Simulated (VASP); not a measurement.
# Pt (P2_1/m) in VASP: further runs

Runs on Pt. Level: PBEsol. Tasks: single point.

All numbers are computed with VASP 6.6.1; they aren't measurements. Logs are shortened: lines on timing, memory, paths and dates and some standing lists are left out, and cuts for length are marked.

## (1) The cell of the first run

Symmetry: P2_1/m, No. 11, monoclinic system. The conventional cell has a = 2.694 Å, b = 5.052 Å, c = 2.725 Å, α = 90.00°, β = 118.85°, γ = 90.00°. Pt (site symmetry m) has 12 Pt at 2.69 to 2.99 Å within 3.6 Å.

## (2) Single point, PBEsol (engineering shear strain xy -0.0267, normal strain along z +0.0733)

The input, INCAR:

```
PREC     = Accurate       # precision mode
ENCUT    = 520            # plane-wave cutoff, eV
EDIFF    = 1E-6           # SCF threshold, eV
ISMEAR   = 0              # smearing method
SIGMA    = 0.15           # smearing width, eV
LREAL    = False          # projectors in reciprocal space
LASPH    = True           # aspherical terms in the spheres
NELM     = 100            # most SCF steps
ALGO     = Fast           # electronic algorithm
ISIF     = 2              # what is computed and relaxed
LWAVE    = False          # write WAVECAR
LCHARG   = True           # write CHGCAR
GGA      = PS             # functional
LELF     = True           # ELF
LVHAR    = True         
NBANDS   = 17             # bands
```

The input, KPOINTS:

```
Automatic mesh
0
Gamma
  18 18 10
```

The input, POSCAR:

```
Pt
1.0
    2.7251897179     -0.0363812827      0.0000000000
   -1.3941019740      2.3782741672      0.0000000000
    0.0000000000      0.0000000000      5.0519393331
Pt
2
Direct
    0.6666666667      0.3333333333      0.7500000000
    0.3333333333      0.6666666667      0.2500000000
```

Potentials or basis: VASP PAW PBE potentials, release 64 (Pt).

Started as:

```
cat potpaw_PBE.64/Pt/POTCAR > POTCAR
mpirun -np 1 vasp_std > vasp.out
```

OUTCAR:

```text
PREC = Accurate
   ENCUT = 520
   EDIFF = 1E-6
   ISMEAR = 0
   LREAL = False
   LASPH = True
   NELM = 100
   ISIF = 2
   GGA = PS

 ion  position               nearest neighbor table
   1  0.667  0.333  0.750-   2 2.97   2 2.97   2 2.98   2 2.98   2 2.99   2 2.99
   2  0.333  0.667  0.250-   1 2.97   1 2.97   1 2.98   1 2.98   1 2.99   1 2.99

  LATTYP: Found a simple monoclinic cell.
 ALAT       =     2.6937440236
 B/A-ratio  =     1.8754340757
 C/A-ratio  =     1.0117637490
 COS(beta)  =    -0.4824911533

  Lattice vectors:

 A1 = (   1.3310877439,   2.3418928845,   0.0000000000)
 A2 = (   0.0000000000,   0.0000000000,  -5.0519393331)
 A3 = (  -2.7251897179,   0.0363812827,   0.0000000000)

Analysis of symmetry for initial positions (statically):
=====================================================================
 Subroutine PRICEL returns:
 Original cell was already a primitive cell.

 Routine SETGRP: Setting up the symmetry group for a
 simple monoclinic supercell.

 Subroutine GETGRP returns: Found  4 space group operations
 (whereof  2 operations were pure point group operations)
 out of a pool of  4 trial point group operations.

The static configuration has the point symmetry S_2 .
 The point group associated with its full space group is C_2h.

Analysis of symmetry for dynamics (positions and initial velocities):
=====================================================================
 Subroutine PRICEL returns:
 Original cell was already a primitive cell.

 Routine SETGRP: Setting up the symmetry group for a
 simple monoclinic supercell.

 Subroutine GETGRP returns: Found  4 space group operations
 (whereof  2 operations were pure point group operations)
 out of a pool of  4 trial point group operations.

The dynamic configuration has the point symmetry S_2 .
 The point group associated with its full space group is C_2h.

 Subroutine INISYM returns: Found  4 space group operations
 (whereof  2 operations are pure point group operations),
 and found     1 'primitive' translations

----------------------------------------------------------------------------------------

                                     Primitive cell

  volume of cell :      32.4866

  direct lattice vectors                    reciprocal lattice vectors
     2.725189718 -0.036381283  0.000000000     0.369841134  0.216794288  0.000000000
    -1.394101974  2.378274167  0.000000000     0.005657588  0.423789346  0.000000000
     0.000000000  0.000000000  5.051939333     0.000000000  0.000000000  0.197943786

  length of vectors
     2.725432552  2.756756850  5.051939333     0.428698294  0.423827109  0.197943786

  position of ions in fractional coordinates (direct lattice)
     0.666666667  0.333333333  0.750000000
     0.333333333  0.666666667  0.250000000

  ion indices of the primitive-cell ions
   primitive index   ion index
                 1           1
                 2           2

----------------------------------------------------------------------------------------

 KPOINTS: Automatic mesh

Automatic generation of k-mesh.
 Grid dimensions read from file:
 generate k-points for:   18   18   10

 Generating k-lattice:

  Cartesian coordinates                     Fractional coordinates (reciprocal lattice)
     0.020546730  0.012044127  0.000000000     0.055555556  0.000000000  0.000000000
     0.000314310  0.023543853  0.000000000     0.000000000  0.055555556  0.000000000
     0.000000000  0.000000000  0.019794379     0.000000000  0.000000000  0.100000000

  Length of vectors
     0.023816572  0.023545950  0.019794379

  Shift w.r.t. Gamma in fractional coordinates (k-lattice)
     0.000000000  0.000000000  0.000000000

 Subroutine IBZKPT returns following result:
 ===========================================

 Found    984 irreducible k-points:

 Following reciprocal coordinates:
            Coordinates               Weight
  0.000000  0.000000  0.000000      1.000000
  0.055556  0.000000  0.000000      2.000000
  0.111111  0.000000  0.000000      2.000000
  0.166667 -0.000000  0.000000      2.000000
  0.222222 -0.000000  0.000000      2.000000
  0.277778 -0.000000  0.000000      2.000000
[... 16 lines left out ...]
 -0.333333  0.055556  0.000000      2.000000
 -0.277778  0.055556  0.000000      2.000000
 [... further k-points ...]
   k-points           NKPTS =    984   k-points in BZ     NKDIM =    984   number of bands    NBANDS=     17
   number of dos      NEDOS =    301   number of ions     NIONS =      2
   total plane-waves  NPLWV =  19200
   dimension x,y,z NGX =    20 NGY =   24 NGZ =   40
   dimension x,y,z NGXF=    40 NGYF=   48 NGZF=   80
   ions per type =               2
   NGX,Y,Z   is equivalent  to a cutoff of  12.20, 14.47, 13.16 a.u.
   NGXF,Y,Z  is equivalent  to a cutoff of  24.40, 28.95, 26.33 a.u.
 SYSTEM =  unknown system
   PREC   = accura    normal or accurate (medium, high low for compatibility)
   ISTART =      0    job   : 0-new  1-cont  2-samecut
   ICHARG =      2    charge: 1-file 2-atom 10-const
   ISPIN  =      1    spin polarized calculation?
   LNONCOLLINEAR =      F non collinear calculations
   LSORBIT =      F    spin-orbit coupling
   LASPH  =      T    aspherical Exc in radial PAW
   ENCUT  =  520.0 eV  38.22 Ry    6.18 a.u.   5.07  5.13  9.39*2*pi/ulx,y,z
   NELM   =    100;   NELMIN=  2; NELMDL= -5     # of ELM steps
   EDIFF  = 0.1E-05   stopping-criterion for ELM
   LREAL  =      F    real-space projection
   EDIFFG = 0.1E-04   stopping-criterion for IOM
   NSW    =      0    number of steps for IOM
   IBRION =     -1    ionic relax: 0-MD 1-quasi-New 2-CG
   NFREE  =      0    steps in history (QN), initial steepest desc. (CG)
   ISIF   =      2    stress and relaxation
   ISYM   =      2    0-nonsym 1-usesym 2-fastsym
   POTIM  = 0.5000    time-step for ionic-motion
   TEBEG  =    0.0;   TEEND  =   0.0 temperature during run
   PSTRESS=    0.0 pullay stress
   NELECT =      20.0000    total number of electrons
   NUPDOWN=      -1.0000    fix difference up-down
   EMIN   =  10.00;   EMAX   =-10.00  energy-range for DOS
   EFERMI =   0.00;   METHOD = LEGACY
   ISMEAR =     0;   SIGMA  =   0.15  broadening in eV -4-tet -1-fermi 0-gaus
   EFERMI_NEDOS =   21; number of points for ismear=-14 and -15
   IALGO  =     68    algorithm
   IMIX   =      4    mixing-type and parameters
     AMIX     =   0.40;   BMIX     =  1.00
     AMIX_MAG =   1.60;   BMIX_MAG =  1.00
  volume/ion in A,a.u.               =      16.24       109.62
  Fermi-wavevector in a.u.,A,eV,Ry     =   1.392675  2.631775 26.389106  1.939545
  Thomas-Fermi vector in A             =   2.516395
   LORBIT       =      0    0 simple, 1 ext, 2 COOP (PROOUT), +10 PAW based schemes
   GGA     = PS    functional components
   LHFCALC =     F    Hartree Fock is set to
   AEXX    =    0.0000 exact exchange contribution
   IVDW    =     0    specifies the selected vdW correction
   LEPSILON=     F    determine dielectric tensor
   LRPA    =     F    only Hartree local field effects (RPA)
 non-spin polarized calculation
 RMM-DIIS sequential band-by-band and
 Gauss-broadening in eV      SIGMA  =   0.15
  energy-cutoff  :      520.00
  volume of cell :       32.49
 maximum number of plane-waves:       892
   NGX = 11   NGY = 11   NGZ = 19

 number of electron      20.0000001 magnetization

 Free energy of the ion-electron system (eV)
  ---------------------------------------------------
  ext. energy  EPLUGINS =         0.00000000
  ---------------------------------------------------
  free energy    TOTEN  =       -13.64530059 eV

  energy without entropy =      -13.60960807  energy(sigma->0) =      -13.62745433

 E-fermi :   9.6633     XC(G=0): -13.1730

 val. band max:        9.6627608262   @ k =   0.3333   0.0556   0.4000
 cond. band min:       9.6643623039   @ k =  -0.3889   0.3889   0.1000
 fundamental gap:      0.0016014778
 Fermi energy:         9.6633049417

 k-point     1 :       0.0000    0.0000    0.0000
  band No.  band energies     occupation
      1       0.2142      2.00000
      2       2.5620      2.00000
      3       5.4962      2.00000
      4       6.1050      2.00000
      5       6.3730      2.00000
      6       6.5913      2.00000
[... 9 lines left out ...]
     16      26.8813      0.00000
     17      31.2039      0.00000

 k-point     2 :       0.0556    0.0000    0.0000
  band No.  band energies     occupation
      1       0.3352      2.00000
      2       2.6815      2.00000
      3       5.5383      2.00000
      4       6.1877      2.00000
      5       6.4512      2.00000
      6       6.5378      2.00000
[... 9 lines left out ...]
     16      27.0746      0.00000
     17      30.6007      0.00000

 k-point     3 :       0.1111    0.0000    0.0000
  band No.  band energies     occupation
      1       0.6887      2.00000
      2       3.0219      2.00000
      3       5.6289      2.00000
      4       6.3046      2.00000
      5       6.5079      2.00000
      6       6.5618      2.00000
[... 9 lines left out ...]
     16      27.4553      0.00000
     17      29.3689      0.00000

 k-point     4 :       0.1667   -0.0000    0.0000
  band No.  band energies     occupation
      1       1.2431      2.00000
      2       3.5101      2.00000
      3       5.6442      2.00000
      4       6.1568      2.00000
      5       6.4540      2.00000
      6       6.5099      2.00000
[... 9 lines left out ...]
     16      27.5315      0.00000
     17      28.0386      0.00000
[... 343 lines left out ...]
      1       3.3623      2.00000
      2       3.8196      2.00000
      3       4.6670      2.00000
      4       6.0379      2.00000
      5       6.5531      2.00000
      6       6.8637      2.00000
[... 9 lines left out ...]
     16      23.9553      0.00000
     17      24.4328      0.00000

 k-point    23 :      -0.3333    0.0556    0.0000
  band No.  band energies     occupation
      1       2.9974      2.00000
      2       4.0334      2.00000
      3       5.0272      2.00000
      4       5.7582      2.00000
      5       6.2520      2.00000
      6       6.8118      2.00000
[... 9 lines left out ...]
     16      24.8272      0.00000
     17      26.8402      0.00000

 k-point    24 :      -0.2778    0.0556    0.0000
  band No.  band energies     occupation
      1       2.3614      2.00000
      2       4.1204      2.00000
      3       5.4990      2.00000
      4       5.6685      2.00000
      5       5.8152      2.00000
      6       7.0021      2.00000
[... 9 lines left out ...]
     16      25.7427      0.00000
     17      27.9522      0.00000

 [... further k-points ...]

------------------------ aborting loop because EDIFF is reached ----------------------------------------

  FORCE on cell =-STRESS in cart. coord.  units (eV):
  Direction    XX          YY          ZZ          XY          YZ          ZX
  --------------------------------------------------------------------------------------
  -------------------------------------------------------------------------------------
  Total       -2.0982910     -2.0376622     -4.2358067      0.7332593      0.0000000      0.0000000
  in kB     -103.4835861   -100.4934930   -208.9016556     36.1629081      0.0000000      0.0000000
  external PRESSURE =    -137.6262449 kB  Pullay stress =       0.0000000 kB

 VOLUME and BASIS-vectors are now :
 -----------------------------------------------------------------------------
  energy-cutoff  :      520.00
  volume of cell :       32.49
      direct lattice vectors                 reciprocal lattice vectors
     2.725189718 -0.036381283  0.000000000     0.369841134  0.216794288  0.000000000
    -1.394101974  2.378274167  0.000000000     0.005657588  0.423789346  0.000000000
     0.000000000  0.000000000  5.051939333     0.000000000  0.000000000  0.197943786

 POSITION                                       TOTAL-FORCE (eV/Angst)
 -----------------------------------------------------------------------------------
      1.35209      0.76850      3.78895         0.014279     -0.001896      0.000000
     -0.02100      1.57339      1.26298        -0.014279      0.001896     -0.000000
 -----------------------------------------------------------------------------------
    total drift:                                0.000000     -0.000000     -0.000000

  FREE ENERGIE OF THE ION-ELECTRON SYSTEM (eV)
  ---------------------------------------------------
  free  energy   TOTEN  =       -13.6453005852 eV

  energy  without entropy=      -13.6096080715  energy(sigma->0) =      -13.62745433
```

Wall time 9 min (1 thread of Intel Xeon Platinum 8259CL at 2.50GHz (Skylake/Cascade Lake), shared host); peak memory 0.53 GiB.

Results:

* Free energy: -13.6453 eV
* Pressure: -13.8 GPa
* Largest force: 0.014 eV/Å
* Band gap on the k mesh: zero (bands 10 and 11 overlap by 1.43 eV)

Forces in eV/Å, atoms in the order of the input:
```
Pt   0.014 -0.002  0.000
Pt  -0.014  0.002  0.000
```

Caveat: the cell differs from its parent crystal (engineering shear strain xy -0.0267, normal strain along z +0.0733); the cell stands under tension; the PAW data sets were made with another functional, which shifts forces and pressure a little; spin-orbit coupling is left out, which moves the levels of the heavy elements.

## (3) Single point, PBEsol (engineering shear strain xy -0.0533, normal strain along z +0.0733)

The input, INCAR:

```
SYSTEM = Pt
PREC = Accurate
ENCUT = 520
EDIFF = 1E-7
ISMEAR = 0
SIGMA = 0.15
LREAL = .FALSE.
LASPH = .TRUE.
NELM = 100
ALGO = Fast
ISIF = 2
LWAVE = .FALSE.
LCHARG = .FALSE.
GGA = PS
NBANDS = 17
```

The input, KPOINTS:

```
regular mesh
0
G
  18 18 10
  0 0 0
```

The input, POSCAR:

```
Pt
1.0
    2.7251897179     -0.0726263060      0.0000000000
   -1.4254910849      2.3963966788      0.0000000000
    0.0000000000      0.0000000000      5.0519393331
Pt
2
Direct
    0.6666666667      0.3333333333      0.7500000000
    0.3333333333      0.6666666667      0.2500000000
```

Potentials or basis: VASP PAW PBE potentials, release 64 (Pt).

Started as:

```
cat potpaw_PBE.64/Pt/POTCAR > POTCAR
mpirun -np 1 vasp_std > vasp.out
```

Run time: 11 min. Hardware: 1 thread of Intel Xeon Platinum 8259CL at 2.50GHz (Skylake/Cascade Lake), shared host; peak memory 0.53 GiB.

It converged, with:

```
Free energy            : -13.6173 eV
Pressure               : -13.1 GPa
Largest force          : 0.028 eV/Å
Band gap on the k mesh : zero (bands 10 and 11 overlap by 1.53 eV)
```

Forces in eV/Å, atoms in the order of the input:
```
Pt   0.028 -0.006  0.000
Pt  -0.028  0.006  0.000
```

Stress tensor (GPa, compression positive):
```
 -9.80   7.12   0.00
  7.12  -8.61   0.00
  0.00   0.00 -21.02
```

Levels at points of the mesh, in eV from the Fermi level:
| k point | band 7 | band 8 | band 9 | band 10 | band 11 | band 12 | band 13 | band 14 |
| --- | --- | --- | --- | --- | --- | --- | --- | --- |
| (0.00, 0.00, 0.00) | -2.58 | -1.38 | -1.17 | -1.03 | -0.21 | -0.03 | 3.70 | 14.51 |
| (0.50, 0.00, 0.00) | -2.08 | -0.27 | 0.70 | 0.82 | 2.50 | 4.14 | 7.52 | 8.58 |
| (0.00, 0.50, 0.00) | -2.19 | -0.13 | 0.51 | 0.63 | 2.36 | 3.88 | 7.11 | 8.29 |
| (0.50, 0.50, 0.00) | -2.25 | 0.00 | 0.49 | 0.61 | 2.15 | 3.56 | 6.65 | 8.00 |
| (0.00, 0.00, 0.50) | -2.79 | -2.79 | -0.69 | -0.69 | -0.49 | -0.49 | 10.29 | 10.29 |
| (0.50, 0.00, 0.50) | -0.72 | -0.72 | 0.77 | 0.77 | 1.97 | 1.97 | 7.06 | 7.06 |
| (0.00, 0.50, 0.50) | -0.80 | -0.80 | 0.60 | 0.60 | 1.73 | 1.73 | 6.64 | 6.64 |
| (0.50, 0.50, 0.50) | -0.87 | -0.87 | 0.56 | 0.56 | 1.50 | 1.50 | 6.14 | 6.14 |

Caveat: the cell differs from its parent crystal (engineering shear strain xy -0.0533, normal strain along z +0.0733); the cell stands under tension; the PAW data sets were made with another functional, which shifts forces and pressure a little; spin-orbit coupling is left out, which moves the levels of the heavy elements.
